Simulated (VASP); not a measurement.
# SiB6 (Fm-3m) in VASP: further runs

Runs on SiB6. Level: PBE. Tasks: single point.

All numbers are computed with VASP 6.6.1; they aren't measurements. Logs are shortened: lines on timing, memory, paths and dates and some standing lists are left out, and cuts for length are marked.

**1. The cell of the first run**

It takes space group Fm-3m (No. 225, cubic). The conventional cell has a = 5.901 Å, b = 5.901 Å, c = 5.901 Å, α = 90.00°, β = 90.00°, γ = 90.00°. Within 2.8 Å of Si (site symmetry m-3m) lie 12 B at 2.09 Å. B (site symmetry mmm) has 2 Si at 2.09 Å and 8 B at 2.09 Å within 2.8 Å.

**2. Single point, PBE**

The input, INCAR:

```
ALGO = Normal ; EDIFF = 1E-6
ENCUT = 500 ; GGA = PE
GGA_COMPAT = F ; ISIF = 2
ISMEAR = 0 ; LASPH = T
LCHARG = F ; LREAL = F
LWAVE = F ; NBANDS = 20
NELM = 120 ; PREC = Accurate
SIGMA = 0.2
```

The input, KPOINTS:

```
k-points
0
Gamma
  4 4 4
```

The input, POSCAR:

```
SiB6
1.0
    0.0000000000      2.9504840624      2.9504840624
    2.9504840624      0.0000000000      2.9504840624
    2.9504840624      2.9504840624      0.0000000000
Si B
1 6
Direct
    0.0000000000      0.0000000000      0.0000000000
    0.5000000000      0.5000000000      0.0000000000
    0.5000000000      0.0000000000      0.5000000000
    0.0000000000      0.0000000000      0.5000000000
    0.0000000000      0.5000000000      0.0000000000
    0.0000000000      0.5000000000      0.5000000000
    0.5000000000      0.0000000000      0.0000000000
```

Potentials or basis: VASP PAW PBE potentials, release 64 (Si, B).

Started as:

```sh
> cat potpaw_PBE.64/Si/POTCAR potpaw_PBE.64/B/POTCAR > POTCAR
> mpirun -np 1 vasp_std > vasp.out
```

OUTCAR:

```text
EDIFF = 1E-6
   ENCUT = 500
   GGA = PE
   ISIF = 2
   ISMEAR = 0
   LASPH = T
   LREAL = F
   NELM = 120
   PREC = Accurate

 ion  position               nearest neighbor table
   1  0.000  0.000  0.000-   4 2.09   5 2.09   7 2.09   3 2.09   4 2.09   6 2.09   2 2.09   5 2.09
                             6 2.09   2 2.09   3 2.09   7 2.09
   2  0.500  0.500  0.000-   5 2.09   7 2.09   3 2.09   6 2.09   1 2.09   3 2.09   7 2.09   1 2.09
                             5 2.09   6 2.09
   3  0.500  0.000  0.500-   4 2.09   7 2.09   1 2.09   2 2.09   7 2.09   2 2.09   6 2.09   1 2.09
                             4 2.09   6 2.09
   4  0.000  0.000  0.500-   1 2.09   3 2.09   6 2.09   1 2.09   5 2.09   7 2.09   5 2.09   6 2.09
                             3 2.09   7 2.09
   5  0.000  0.500  0.000-   1 2.09   2 2.09   6 2.09   4 2.09   6 2.09   1 2.09   4 2.09   7 2.09
                             2 2.09   7 2.09
   6  0.000  0.500  0.500-   4 2.09   5 2.09   1 2.09   2 2.09   5 2.09   1 2.09   3 2.09   4 2.09
                             2 2.09   3 2.09
   7  0.500  0.000  0.000-   1 2.09   2 2.09   3 2.09   3 2.09   4 2.09   2 2.09   5 2.09   1 2.09
                             4 2.09   5 2.09

  LATTYP: Found a face centered cubic cell.
 ALAT       =     5.9009681248

  Lattice vectors:

 A1 = (   0.0000000000,   2.9504840624,   2.9504840624)
 A2 = (   2.9504840624,   0.0000000000,   2.9504840624)
 A3 = (   2.9504840624,   2.9504840624,   0.0000000000)

Analysis of symmetry for initial positions (statically):
=====================================================================
 Subroutine PRICEL returns:
 Original cell was already a primitive cell.

 Routine SETGRP: Setting up the symmetry group for a
 face centered cubic supercell.

 Subroutine GETGRP returns: Found 48 space group operations
 (whereof 48 operations were pure point group operations)
 out of a pool of 48 trial point group operations.

The static configuration has the point symmetry O_h .

Analysis of symmetry for dynamics (positions and initial velocities):
=====================================================================
 Subroutine PRICEL returns:
 Original cell was already a primitive cell.

 Routine SETGRP: Setting up the symmetry group for a
 face centered cubic supercell.

 Subroutine GETGRP returns: Found 48 space group operations
 (whereof 48 operations were pure point group operations)
 out of a pool of 48 trial point group operations.

The dynamic configuration has the point symmetry O_h .

 Subroutine INISYM returns: Found 48 space group operations
 (whereof 48 operations are pure point group operations),
 and found     1 'primitive' translations

----------------------------------------------------------------------------------------

                                     Primitive cell

  volume of cell :      51.3700

  direct lattice vectors                    reciprocal lattice vectors
     0.000000000  2.950484062  2.950484062    -0.169463718  0.169463718  0.169463718
     2.950484062  0.000000000  2.950484062     0.169463718 -0.169463718  0.169463718
     2.950484062  2.950484062  0.000000000     0.169463718  0.169463718 -0.169463718

  length of vectors
     4.172614577  4.172614577  4.172614577     0.293519770  0.293519770  0.293519770

  position of ions in fractional coordinates (direct lattice)
     0.000000000  0.000000000  0.000000000
     0.500000000  0.500000000  0.000000000
     0.500000000  0.000000000  0.500000000
     0.000000000  0.000000000  0.500000000
     0.000000000  0.500000000  0.000000000
     0.000000000  0.500000000  0.500000000
     0.500000000  0.000000000  0.000000000

  ion indices of the primitive-cell ions
   primitive index   ion index
                 1           1
                 2           2
                 3           3
                 4           4
                 5           5
                 6           6
                 7           7

----------------------------------------------------------------------------------------

 KPOINTS: k-points

Automatic generation of k-mesh.
 Grid dimensions read from file:
 generate k-points for:    4    4    4

 Generating k-lattice:

  Cartesian coordinates                     Fractional coordinates (reciprocal lattice)
    -0.042365930  0.042365930  0.042365930     0.250000000  0.000000000  0.000000000
     0.042365930 -0.042365930  0.042365930     0.000000000  0.250000000  0.000000000
     0.042365930  0.042365930 -0.042365930     0.000000000  0.000000000  0.250000000

  Length of vectors
     0.073379943  0.073379943  0.073379943

  Shift w.r.t. Gamma in fractional coordinates (k-lattice)
     0.000000000  0.000000000  0.000000000

 Subroutine IBZKPT returns following result:
 ===========================================

 Found      8 irreducible k-points:

 Following reciprocal coordinates:
            Coordinates               Weight
  0.000000  0.000000  0.000000      1.000000
  0.250000  0.000000  0.000000      8.000000
  0.500000  0.000000  0.000000      4.000000
  0.250000  0.250000  0.000000      6.000000
  0.500000  0.250000  0.000000     24.000000
 -0.250000  0.250000  0.000000     12.000000
  0.500000  0.500000  0.000000      3.000000
 -0.250000  0.500000  0.250000      6.000000
   k-points           NKPTS =      8   k-points in BZ     NKDIM =      8   number of bands    NBANDS=     20
   number of dos      NEDOS =    301   number of ions     NIONS =      7
   total plane-waves  NPLWV =  27000
   dimension x,y,z NGX =    30 NGY =   30 NGZ =   30
   dimension x,y,z NGXF=    60 NGYF=   60 NGZF=   60
   ions per type =               1   6
   NGX,Y,Z   is equivalent  to a cutoff of  11.95, 11.95, 11.95 a.u.
   NGXF,Y,Z  is equivalent  to a cutoff of  23.91, 23.91, 23.91 a.u.
 SYSTEM =  unknown system
   PREC   = accura    normal or accurate (medium, high low for compatibility)
   ISTART =      0    job   : 0-new  1-cont  2-samecut
   ICHARG =      2    charge: 1-file 2-atom 10-const
   ISPIN  =      1    spin polarized calculation?
   LNONCOLLINEAR =      F non collinear calculations
   LSORBIT =      F    spin-orbit coupling
   LASPH  =      T    aspherical Exc in radial PAW
   ENCUT  =  500.0 eV  36.75 Ry    6.06 a.u.   7.61  7.61  7.61*2*pi/ulx,y,z
   NELM   =    120;   NELMIN=  2; NELMDL= -5     # of ELM steps
   EDIFF  = 0.1E-05   stopping-criterion for ELM
   LREAL  =      F    real-space projection
   EDIFFG = 0.1E-04   stopping-criterion for IOM
   NSW    =      0    number of steps for IOM
   IBRION =     -1    ionic relax: 0-MD 1-quasi-New 2-CG
   NFREE  =      0    steps in history (QN), initial steepest desc. (CG)
   ISIF   =      2    stress and relaxation
   ISYM   =      2    0-nonsym 1-usesym 2-fastsym
   POTIM  = 0.5000    time-step for ionic-motion
   TEBEG  =    0.0;   TEEND  =   0.0 temperature during run
   PSTRESS=    0.0 pullay stress
   NELECT =      22.0000    total number of electrons
   NUPDOWN=      -1.0000    fix difference up-down
   EMIN   =  10.00;   EMAX   =-10.00  energy-range for DOS
   EFERMI =   0.00;   METHOD = LEGACY
   ISMEAR =     0;   SIGMA  =   0.20  broadening in eV -4-tet -1-fermi 0-gaus
   EFERMI_NEDOS =   21; number of points for ismear=-14 and -15
   IALGO  =     38    algorithm
   IMIX   =      4    mixing-type and parameters
     AMIX     =   0.40;   BMIX     =  1.00
     AMIX_MAG =   1.60;   BMIX_MAG =  1.00
  volume/ion in A,a.u.               =       7.34        49.52
  Fermi-wavevector in a.u.,A,eV,Ry     =   1.233992  2.331907 20.718095  1.522737
  Thomas-Fermi vector in A             =   2.368700
   LORBIT       =      0    0 simple, 1 ext, 2 COOP (PROOUT), +10 PAW based schemes
   GGA     = PE    functional components
   LHFCALC =     F    Hartree Fock is set to
   AEXX    =    0.0000 exact exchange contribution
   IVDW    =     0    specifies the selected vdW correction
   LEPSILON=     F    determine dielectric tensor
   LRPA    =     F    only Hartree local field effects (RPA)
 non-spin polarized calculation
 Gauss-broadening in eV      SIGMA  =   0.20
  energy-cutoff  :      500.00
  volume of cell :       51.37
 maximum number of plane-waves:      1323
   NGX = 15   NGY = 15   NGZ = 15

 number of electron      22.0000000 magnetization

 Free energy of the ion-electron system (eV)
  ---------------------------------------------------
  ext. energy  EPLUGINS =         0.00000000
  ---------------------------------------------------
  free energy    TOTEN  =       -36.77332947 eV

  energy without entropy =      -36.71237739  energy(sigma->0) =      -36.74285343

 E-fermi :   9.5727     XC(G=0): -12.2662

 val. band max:        9.5366067704   @ k =   0.5000   0.2500   0.0000
 cond. band min:       9.6316787253   @ k =   0.5000   0.5000   0.0000
 fundamental gap:      0.0950719549
 Fermi energy:         9.5727293199

 k-point     1 :       0.0000    0.0000    0.0000
  band No.  band energies     occupation
      1      -8.0392      2.00000
      2       0.6638      2.00000
      3       0.8642      2.00000
      4       0.8642      2.00000
      5       0.8642      2.00000
      6       4.0482      2.00000
[... 12 lines left out ...]
     19      19.0758      0.00000
     20      19.0758      0.00000

 k-point     2 :       0.2500    0.0000    0.0000
  band No.  band energies     occupation
      1      -7.4101      2.00000
      2      -2.1057      2.00000
      3       0.6523      2.00000
      4       0.6670      2.00000
      5       0.6670      2.00000
      6       3.6588      2.00000
[... 12 lines left out ...]
     19      17.0382      0.00000
     20      19.0343      0.00000
[... 97 lines left out ...]
      3      -1.4287      2.00000
      4      -0.8372      2.00000
      5      -0.8372      2.00000
      6       0.9768      2.00000
[... 12 lines left out ...]
     19      15.8077      0.00000
     20      15.8077      0.00000

 k-point     8 :      -0.2500    0.5000    0.2500
  band No.  band energies     occupation
      1      -4.8141      2.00000
      2      -3.6573      2.00000
      3      -3.6573      2.00000
      4      -1.8779      2.00000
      5       2.9215      2.00000
      6       2.9215      2.00000
[... 12 lines left out ...]
     19      16.6462      0.00000
     20      16.6462      0.00000

------------------------ aborting loop because EDIFF is reached ----------------------------------------

  FORCE on cell =-STRESS in cart. coord.  units (eV):
  Direction    XX          YY          ZZ          XY          YZ          ZX
  --------------------------------------------------------------------------------------
  -------------------------------------------------------------------------------------
  Total       -0.1336010     -0.1336010     -0.1336010      0.0000000     -0.0000000      0.0000000
  in kB       -4.1668736     -4.1668736     -4.1668736      0.0000000     -0.0000000      0.0000000
  external PRESSURE =      -4.1668736 kB  Pullay stress =       0.0000000 kB

 VOLUME and BASIS-vectors are now :
 -----------------------------------------------------------------------------
  energy-cutoff  :      500.00
  volume of cell :       51.37
      direct lattice vectors                 reciprocal lattice vectors
     0.000000000  2.950484062  2.950484062    -0.169463718  0.169463718  0.169463718
     2.950484062  0.000000000  2.950484062     0.169463718 -0.169463718  0.169463718
     2.950484062  2.950484062  0.000000000     0.169463718  0.169463718 -0.169463718

 POSITION                                       TOTAL-FORCE (eV/Angst)
 -----------------------------------------------------------------------------------
      0.00000      0.00000      0.00000         0.000000      0.000000      0.000000
      1.47524      1.47524      2.95048         0.000000      0.000000     -0.000000
      1.47524      2.95048      1.47524         0.000000      0.000000      0.000000
      1.47524      1.47524      0.00000        -0.000000      0.000000     -0.000000
      1.47524      0.00000      1.47524         0.000000     -0.000000     -0.000000
      2.95048      1.47524      1.47524        -0.000000      0.000000      0.000000
      0.00000      1.47524      1.47524         0.000000      0.000000      0.000000
 -----------------------------------------------------------------------------------
    total drift:                                0.000000      0.000000     -0.000000

  FREE ENERGIE OF THE ION-ELECTRON SYSTEM (eV)
  ---------------------------------------------------
  free  energy   TOTEN  =       -36.7733294748 eV

  energy  without entropy=      -36.7123773948  energy(sigma->0) =      -36.74285343
```

It took 16 s on 1 thread of Intel Xeon 8259CL, shared host; peak memory 0.16 GiB.

What came out:

| Item | Value |
| --- | --- |
| Free energy | -36.7733 eV |
| Pressure | -0.4 GPa |
| Band gap on the k mesh | zero (band 11 reaches 10.13 eV, above the bottom of band 12 at 7.08 eV) |

Caveat: the k points lie up to 0.46 Å⁻¹ apart.

**3. Single point, PBE**

This run uses another cell than the first one, of 10.43 Å³/atom, 1.422 times its volume.

The input, INCAR:

```
SYSTEM = SiB6
PREC     = Accurate       ! precision mode
ENCUT    = 500            ! plane-wave cutoff, eV
EDIFF    = 1E-6           ! SCF threshold, eV
ISMEAR   = 0              ! smearing method
SIGMA    = 0.2            ! smearing width, eV
LREAL    = .False.        ! projectors in reciprocal space
LASPH    = .True.         ! aspherical terms in the spheres
NELM     = 120            ! most SCF steps
ALGO     = Normal         ! electronic algorithm
ISIF     = 2              ! what is computed and relaxed
LWAVE    = .False.        ! write WAVECAR
LCHARG   = .False.        ! write CHGCAR
GGA      = PE             ! functional
NBANDS   = 20             ! bands
GGA_COMPAT= .False.
```

The input, KPOINTS:

```
regular mesh
0
Gamma
  4 4 4
  0 0 0
```

The input, POSCAR:

```
SiB6
1.0
    0.0000000000      3.3177828247      3.3177828247
    3.3177828247      0.0000000000      3.3177828247
    3.3177828247      3.3177828247      0.0000000000
Si B
1 6
Direct
    0.0000000000      0.0000000000      0.0000000000
    0.3177173402      0.6822826598      0.6822826598
    0.6822826598      0.3177173402      0.3177173402
    0.6822826598      0.3177173402      0.6822826598
    0.3177173402      0.6822826598      0.3177173402
    0.6822826598      0.6822826598      0.3177173402
    0.3177173402      0.3177173402      0.6822826598
```

Potentials or basis: VASP PAW PBE potentials, release 64 (Si, B).

Started as:

```sh
> cat potpaw_PBE.64/Si/POTCAR potpaw_PBE.64/B/POTCAR > POTCAR
> mpirun -np 1 vasp_std > vasp.out
```

Run time: 22 s. Hardware: 1 thread of Intel Xeon 8259CL, shared host; peak memory 0.19 GiB.

It converged, with:

- Free energy: -40.5537 eV
- Pressure: 0.1 GPa
- Largest force: 0.036 eV/Å
- Band gap on the k mesh: zero (filled and empty bands touch)

Forces in eV/Å, atoms in the order of the input:
```
Si   0.000  0.000  0.000
B    0.036  0.000  0.000
B   -0.036  0.000  0.000
B    0.000  0.036  0.000
B    0.000 -0.036  0.000
B    0.000  0.000  0.036
B    0.000  0.000 -0.036
```

Levels at points of the mesh, in eV from the Fermi level:
| k point | band 7 | band 8 | band 9 | band 10 | band 11 | band 12 | band 13 | band 14 | band 15 | band 16 |
| --- | --- | --- | --- | --- | --- | --- | --- | --- | --- | --- |
| (0.00, 0.00, 0.00) | -2.42 | -2.42 | -2.33 | -2.33 | -2.33 | 0.26 | 0.26 | 3.56 | 7.28 | 8.11 |
| (0.50, 0.00, 0.00) | -3.65 | -3.65 | -0.48 | -0.48 | -0.32 | 2.46 | 2.46 | 4.10 | 4.10 | 6.06 |
| (0.50, 0.50, 0.00) | -1.57 | -1.57 | -0.74 | -0.47 | -0.02 | -0.02 | 1.15 | 5.40 | 6.83 | 6.83 |

Caveat: the k points lie up to 0.41 Å⁻¹ apart.
